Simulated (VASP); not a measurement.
Wanted: the native input for a VASP 6.6.1 run.

```yaml
Task: single point
Functional: r2SCAN
Potentials_or_basis: VASP PAW PBE potentials, release 64 (Al, O, Pt)
Cutoff: 520 eV
k_mesh: 7 × 7 × 3
Occupations: fermi-dirac, width 0.1 eV
Spin: no spin polarisation
Dipole_correction: no
Further_INCAR_settings: ALGO = Normal; EDIFF = 1e-06; NBANDS = 28
```

AlPtO:

```
CELL_PARAMETERS angstrom
3.33519 0.00000 0.00000
0.00000 3.32598 0.00000
0.00000 0.00000 7.06656
ATOMIC_POSITIONS crystal
Al 0.00000 0.50000 0.12621
Al 0.50000 0.00000 0.87379
O 0.00000 0.00000 0.96412
O 0.50000 0.50000 0.03588
Pt 0.00000 0.00000 0.42664
Pt 0.50000 0.50000 0.57336
```

These files were run (other wordings do the same):

POSCAR

```
AlPtO
1.0
    3.3351930000      0.0000000000      0.0000000000
    0.0000000000      3.3259800000      0.0000000000
    0.0000000000      0.0000000000      7.0665550000
Al O Pt
2 2 2
Direct
    0.0000000000      0.5000000000      0.1262125453
    0.5000000000      0.0000000000      0.8737874547
    0.0000000000      0.0000000000      0.9641154784
    0.5000000000      0.5000000000      0.0358845216
    0.0000000000      0.0000000000      0.4266374836
    0.5000000000      0.5000000000      0.5733625164
```

INCAR.step1

```
SYSTEM = AlPtO
PREC = Accurate ; ENCUT = 520
ISMEAR = -1 ; SIGMA = 0.1
LREAL = .False. ; LASPH = .True.
NELM = 80 ; NBANDS = 28
GGA = PE ; ALGO = Normal
EDIFF = 1E-4 ; LWAVE = .True.
LCHARG = .False.
```

INCAR.step2

```
SYSTEM = AlPtO
PREC = Accurate ; ENCUT = 520
EDIFF = 1E-6 ; ISMEAR = -1
SIGMA = 0.1 ; LREAL = .False.
LASPH = .True. ; NELM = 80
ALGO = Normal ; ISIF = 2
LWAVE = .False. ; LCHARG = .False.
METAGGA = R2SCAN ; LMIXTAU = .True.
NBANDS = 28 ; ISTART = 1
```

KPOINTS

```
Automatic mesh
0
Gamma
  7 7 3
  0 0 0
```

Potentials or basis: VASP PAW PBE potentials, release 64 (Al, O, Pt).

Command:

```sh
$ cat potpaw_PBE.64/Al/POTCAR potpaw_PBE.64/O/POTCAR potpaw_PBE.64/Pt/POTCAR > POTCAR
$ cp INCAR.step1 INCAR
$ mpirun -np 1 vasp_std > vasp.out
$ cp INCAR.step2 INCAR
$ mpirun -np 1 vasp_std > vasp.out
```

It gave:

```json
{"Pressure": "3.6 GPa", "Largest force": "0.027 eV/Å", "Band gap on the k mesh": "zero (bands 19 and 20 overlap by 0.27 eV)"}
```

Caveat: the cell stands under pressure; the PAW data sets were made with another functional, which shifts forces and pressure a little; spin-orbit coupling is left out, which moves the levels of the heavy elements.

Run time: 3.7 min on 1 thread of Intel Xeon 8259CL (shared host), peak memory 0.21 GiB.
